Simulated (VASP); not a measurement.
# Mn (Fd-3m) in VASP: notebook, part 2 of 2

VASP 6.6.1. Earlier steps stand in the parts before.

## 3. Relaxation of cell and atoms, PBE, collinear spin, ferromagnetic start, target pressure 95 GPa, at which the enthalpy is minimised

This run uses another cell than the first one, of 10.89 Å³/atom.

Contents of INCAR:

```
PREC = Accurate ; ENCUT = 600
EDIFF = 1E-7 ; ISMEAR = -1
SIGMA = 0.08 ; LREAL = False
LASPH = True ; NELM = 150
ALGO = Normal ; ISIF = 3
LWAVE = False ; LCHARG = False
ISPIN = 2 ; MAGMOM = 3 3
LORBIT = 11 ; LMAXMIX = 4
GGA = PE ; IBRION = 2
NSW = 32 ; EDIFFG = -0.005
PSTRESS = 950.0
```

Contents of KPOINTS:

```
regular mesh
0
Gamma
  15 15 15
```

Contents of POSCAR:

```
Mn
1.0
    0.0000000000      2.2165776179      2.2165776179
    2.2165776179      0.0000000000      2.2165776179
    2.2165776179      2.2165776179      0.0000000000
Mn
2
Direct
   -0.1250000000     -0.1250000000     -0.1250000000
    0.1250000000      0.1250000000      0.1250000000
```

Potentials or basis: VASP PAW PBE potentials, release 64 (Mn_pv).

The run is started by

```console
$ cat potpaw_PBE.64/Mn_pv/POTCAR > POTCAR
$ mpirun -np 1 vasp_std > vasp.out
```

OUTCAR:

```text
PREC = Accurate
   ENCUT = 600
   EDIFF = 1E-7
   ISMEAR = -1
   LREAL = False
   LASPH = True
   NELM = 150
   ISIF = 3
   ISPIN = 2
   LORBIT = 11
   GGA = PE
   IBRION = 2
   NSW = 32
   EDIFFG = -0.005
   PSTRESS = 950.0

 ion  position               nearest neighbor table
   1  0.875  0.875  0.875-   2 1.92   2 1.92   2 1.92   2 1.92
   2  0.125  0.125  0.125-   1 1.92   1 1.92   1 1.92   1 1.92

  LATTYP: Found a face centered cubic cell.
 ALAT       =     4.4331552358

  Lattice vectors:

 A1 = (   0.0000000000,   2.2165776179,   2.2165776179)
 A2 = (   2.2165776179,   0.0000000000,   2.2165776179)
 A3 = (   2.2165776179,   2.2165776179,   0.0000000000)

Analysis of symmetry for initial positions (statically):
=====================================================================
 Subroutine PRICEL returns:
 Original cell was already a primitive cell.

 Routine SETGRP: Setting up the symmetry group for a
 face centered cubic supercell.

 Subroutine GETGRP returns: Found 48 space group operations
 (whereof 12 operations were pure point group operations)
 out of a pool of 48 trial point group operations.

The static configuration has the point symmetry D_3d.
 The point group associated with its full space group is O_h .

Analysis of symmetry for dynamics (positions and initial velocities):
=====================================================================
 Subroutine PRICEL returns:
 Original cell was already a primitive cell.

 Routine SETGRP: Setting up the symmetry group for a
 face centered cubic supercell.

 Subroutine GETGRP returns: Found 48 space group operations
 (whereof 12 operations were pure point group operations)
 out of a pool of 48 trial point group operations.

The dynamic configuration has the point symmetry D_3d.
 The point group associated with its full space group is O_h .

Analysis of structural, dynamic, and magnetic symmetry:
=====================================================================
 Subroutine PRICEL returns:
[... 145 lines left out ...]
 maximum number of plane-waves:       745
 NGX is ok and might be reduce to    28
   NGX = 13   NGY = 13   NGZ = 13

--------------------------------------- Ionic step        1  -------------------------------------------

 number of electron      26.0000003 magnetization      -0.0001091

 number of electron      26.0000003 magnetization       0.0000182

 Free energy of the ion-electron system (eV)
  ---------------------------------------------------
  ext. energy  EPLUGINS =         0.00000000
  ---------------------------------------------------
  free energy    TOTEN  =       -13.13174700 eV

  energy without entropy =      -13.08809097  energy(sigma->0) =      -13.10991899

------------------------ aborting loop because EDIFF is reached ----------------------------------------

  FORCE on cell =-STRESS in cart. coord.  units (eV):
  Direction    XX          YY          ZZ          XY          YZ          ZX
  --------------------------------------------------------------------------------------
  -------------------------------------------------------------------------------------
  Total       14.1293434     14.1293434     14.1293434      0.0000000     -0.0000000      0.0000000
  in kB     1039.3306548   1039.3306548   1039.3306548      0.0000000     -0.0000000      0.0000000
  external PRESSURE =      89.3306548 kB  Pullay stress =     950.0000000 kB
[... 27 lines left out ...]
 number of electron      26.0000013 magnetization       0.0000146

 number of electron      26.0000013 magnetization      -0.0000002

 E-fermi :   9.0150     XC(G=0): -13.0332

 val. band max:        9.0116535985   @ k =  -0.2000   0.2000   0.0000
 cond. band min:       9.0176651842   @ k =  -0.2667   0.2667   0.0000
 fundamental gap:      0.0060115857
 Fermi energy:         9.0149711430

 spin component 1

 k-point     1 :       0.0000    0.0000    0.0000
  band No.  band energies     occupation
      1     -39.2966      1.00000
      2     -39.2966      1.00000
      3     -39.2966      1.00000
      4     -37.9616      1.00000
      5     -37.9616      1.00000
      6     -37.9616      1.00000
[... 1178 lines left out ...]
 number of electron      25.9999990 magnetization      -0.0000002

 number of electron      25.9999990 magnetization       0.0000001

 Free energy of the ion-electron system (eV)
  ---------------------------------------------------
  ext. energy  EPLUGINS =         0.00000000
  ---------------------------------------------------
  free energy    TOTEN  =       -13.35951015 eV

  energy without entropy =      -13.31650642  energy(sigma->0) =      -13.33800829

 E-fermi :  10.0236     XC(G=0): -13.4366

 val. band max:       10.0217119683   @ k =  -0.3333   0.4000   0.0667
 cond. band min:      10.0343429209   @ k =  -0.4000   0.4000   0.0667
 fundamental gap:      0.0126309526
 Fermi energy:        10.0236219396

 spin component 1

 k-point     1 :       0.0000    0.0000    0.0000
  band No.  band energies     occupation
      1     -38.4983      1.00000
      2     -38.4983      1.00000
      3     -38.4983      1.00000
      4     -36.9207      1.00000
      5     -36.9207      1.00000
      6     -36.9207      1.00000
[... 1132 lines left out ...]
  energy  without entropy=      -13.3165064227  energy(sigma->0) =      -13.33800829

  enthalpy is  TOTEN    =        -0.2269198935 eV   P V=       13.1325902595

 reached required accuracy - stopping structural energy minimisation

 total charge

# of ion       s       p       d       tot
------------------------------------------
    1        0.579   6.391   5.730  12.701
    2        0.579   6.391   5.730  12.701
--------------------------------------------------
tot          1.159  12.783  11.460  25.401

 magnetization (x)

# of ion       s       p       d       tot
------------------------------------------
    1       -0.000  -0.000  -0.000  -0.000
    2       -0.000  -0.000  -0.000  -0.000
--------------------------------------------------
tot         -0.000  -0.000  -0.000  -0.000
```

OSZICAR:

```text
N       E                     dE             d eps       ncg     rms          rms(c)
DAV:   1     0.276892332032E+03    0.27689E+03   -0.16952E+04  9608   0.204E+03
[... 40 lines left out ...]
DAV:   1    -0.133596730163E+02    0.73732E-02   -0.24098E-03  9896   0.724E-01    0.129E-01
DAV:   2    -0.133595167841E+02    0.15623E-03   -0.72471E-04  9968   0.338E-01    0.207E-02
DAV:   3    -0.133595122741E+02    0.45100E-05   -0.13056E-05  9920   0.473E-02    0.103E-02
DAV:   4    -0.133595108844E+02    0.13897E-05   -0.38300E-06 10112   0.152E-02    0.161E-03
DAV:   5    -0.133595105821E+02    0.30225E-06   -0.81820E-08  6480   0.342E-03    0.867E-04
DAV:   6    -0.133595101350E+02    0.44709E-06   -0.11365E-08  4800   0.140E-03    0.688E-05
DAV:   7    -0.133595101529E+02   -0.17911E-07   -0.16559E-09  4800   0.506E-04
   4 F= -.22691989E+00 E0= -.20541803E+00  d E =-.100967E-01  mag=     0.0000
```

CONTCAR:

```text
Mn
   1.00000000000000
    -0.0000000000000000    2.2289609429330621    2.2289609429330621
     2.2289609429330621   -0.0000000000000000    2.2289609429330621
     2.2289609429330621    2.2289609429330621   -0.0000000000000000
  Mn
     2
Direct
     0.8750000000000000    0.8750000000000000    0.8750000000000000
     0.1250000000000000    0.1250000000000000    0.1250000000000000

  0.00000000E+00  0.00000000E+00  0.00000000E+00
  0.00000000E+00  0.00000000E+00  0.00000000E+00
```

Run time: 6.2 min. Hardware: 1 thread of Intel Xeon Platinum 8375C at 2.90GHz (Ice Lake), shared host; peak memory 0.24 GiB.

What came out:

```yaml
Free_energy: -13.3595 eV
Relaxed_volume: 11.07 Å³/atom
Relaxed_cell: a = 3.152 Å, b = 3.152 Å, c = 3.152 Å, α = 60.00°, β = 60.00°, γ = 60.00°
Space_group_after_relaxing_to_0.1_Å: Fd-3m (No. 227)
Energy_change_on_relaxing_the_run_minimises_the_enthalpy: -113.9 meV/atom
Ionic_steps: 4
Pressure_after_relaxing: 95.0 GPa
Band_gap_on_the_k_mesh: zero (filled and empty bands overlap)
Net_moment: 0.00 μB per cell
Valence_electrons_inside_the_program's_atomic_spheres: Mn 12.70
```

Step by step:
```csv
step,energy change (eV),largest force (eV/Å),pressure (GPa),volume (Å³)
1,0.0000,0.0000,103.93,21.78
2,-1.0104,0.0000,63.13,23.75
3,-0.2353,0.0000,94.70,22.16
4,-0.2278,0.0000,95.00,22.15
```

Final structure:
```
Mn
1.0
     0.00000    2.22896    2.22896
     2.22896    0.00000    2.22896
     2.22896    2.22896    0.00000
Mn
2
Cartesian
  3.9007 3.9007 3.9007
  0.5572 0.5572 0.5572
```

Levels at points of the mesh, in eV from the Fermi level:
Spin up:
```csv
k point,band 9,band 10,band 11,band 12,band 13,band 14,band 15,band 16,band 17,band 18
"(0.00, 0.00, 0.00)",-3.44,-2.42,-2.42,-2.42,0.53,0.53,0.53,3.31,3.31,17.10
```
Spin down:
```tsv
k point	band 11	band 12	band 13	band 14	band 15	band 16
(0.00, 0.00, 0.00)	-2.42	-2.42	0.53	0.53	0.53	3.31
```

Caveat: the cell is relaxed towards a set pressure, so the run minimises the enthalpy, not the energy; atoms lie so close that the PAW spheres overlap strongly, which falsifies energies and pressures; the moments typed at the start vanished in this run.
